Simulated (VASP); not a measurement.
A run of VASP 6.6.1 is set up as follows.

INCAR

```
PREC     = Accurate       # precision mode
ENCUT    = 500            # plane-wave cutoff, eV
EDIFF    = 1E-6           # SCF threshold, eV
ISMEAR   = -1             # smearing method
SIGMA    = 0.05           # smearing width, eV
LREAL    = F              # projectors in reciprocal space
LASPH    = T              # aspherical terms in the spheres
NELM     = 120            # most SCF steps
ALGO     = Normal         # electronic algorithm
ISIF     = 2              # what is computed and relaxed
LWAVE    = F              # write WAVECAR
LCHARG   = F              # write CHGCAR
GGA      = PS             # functional
NBANDS   = 14             # bands
GGA_COMPAT= F
```

Contents of KPOINTS:

```
regular mesh
0
Gamma
  12 12 12
```

File POSCAR:

```
Ir
1.0
    0.0000000000      1.9156000000      1.9156000000
    1.9156000000      0.0000000000      1.9156000000
    1.9156000000      1.9156000000      0.0000000000
Ir
1
Direct
    0.0000000000      0.0000000000      0.0000000000
```

Potentials or basis: VASP PAW PBE potentials, release 64 (Ir_sv_GW).

Run with:

```bash
$ cat potpaw_PBE.64/Ir_sv_GW/POTCAR > POTCAR
$ mpirun -np 1 vasp_std > vasp.out
```

(1) Estimate the band gap on the k mesh.

(2) What does it give for the pressure?

Results:

(1) zero (an odd number of electrons rules out a gap without spin polarisation).

(2) -4.0 GPa.

Caveat: the cell stands under tension; the PAW data sets were made with another functional, which shifts forces and pressure a little; spin-orbit coupling is left out, which moves the levels of the heavy elements.
